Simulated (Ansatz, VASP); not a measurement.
Two plane-wave programs on MgO

The input POSCAR:

```
MgO
1.0
   -0.8828303272      1.7656606544      1.7656606544
    1.7656606544     -0.8828303272      1.7656606544
    1.7656606544      1.7656606544     -0.8828303272
Mg O
1 1
Direct
    0.0000000000      0.0000000000      0.0000000000
    0.5000000000      0.5000000000      0.5000000000
```

INCAR.step1

```
ALGO = Normal ; EDIFF = 1E-4
ENCUT = 520 ; GGA = PE
ISMEAR = 0 ; LASPH = T
LCHARG = F ; LREAL = F
LWAVE = T ; NBANDS = 11
NELM = 60 ; PREC = Accurate
SIGMA = 0.05
```

The input INCAR.step2:

```
ALGO = Normal ; EDIFF = 1E-6
ENCUT = 520 ; ISIF = 2
ISMEAR = 0 ; ISTART = 1
LASPH = T ; LCHARG = T
LELF = T ; LMIXTAU = T
LREAL = F ; LVHAR = T
LWAVE = F ; METAGGA = R2SCAN
NBANDS = 11 ; NELM = 60
PREC = Accurate ; SIGMA = 0.05
```

Contents of KPOINTS:

```
k-points
0
Gamma
  10 10 10
```

Input for Ansatz:

```yaml
crystal:
  lattice:
    - [-0.8828303272, 1.7656606544, 1.7656606544]
    - [1.7656606544, -0.8828303272, 1.7656606544]
    - [1.7656606544, 1.7656606544, -0.8828303272]
  atoms:
    - { symbol: Mg, position: [0.0, 0.0, 0.0] }
    - { symbol: O, position: [0.5, 0.5, 0.5] }
basis:
  ecutwfc: 500
kpoints:
  mp_grid: { grid: [10, 10, 10] }
hamiltonian:
  xc: r2scan
scf:
  occupations: { method: gaussian, width: 0.05 }
output:
  forces: true
  stress: true
  eigenvalues: true
```

Alike in both runs: task single point; functional r2SCAN; k mesh 10 × 10 × 10; occupations gaussian, width 0.05 eV; no spin polarisation.

```csv
,VASP,Ansatz
version,VASP 6.6.1,Ansatz 0.2.0
potentials or method,"VASP PAW PBE potentials, release 64 (Mg, O), cutoff 520 eV","scalar-relativistic, plane waves, PAW"
valence electrons in the cell,8,16
```

Ansatz gave:

* gap on the k mesh at the Fermi level (eV): 3.22
* least direct gap on the mesh (eV): 4.24
* pressure (GPa): -4.3

Problem. What did VASP give for the same quantities?

Solution. gap on the k mesh at the Fermi level (eV): 3.18; least direct gap on the mesh (eV): 4.20; pressure (GPa): -5.4.

VASP's potentials were made for PBE, not for r2SCAN. VASP's potentials hold 8 valence electrons a cell and Ansatz's 16, so a difference there can come from the potentials and not from the codes.
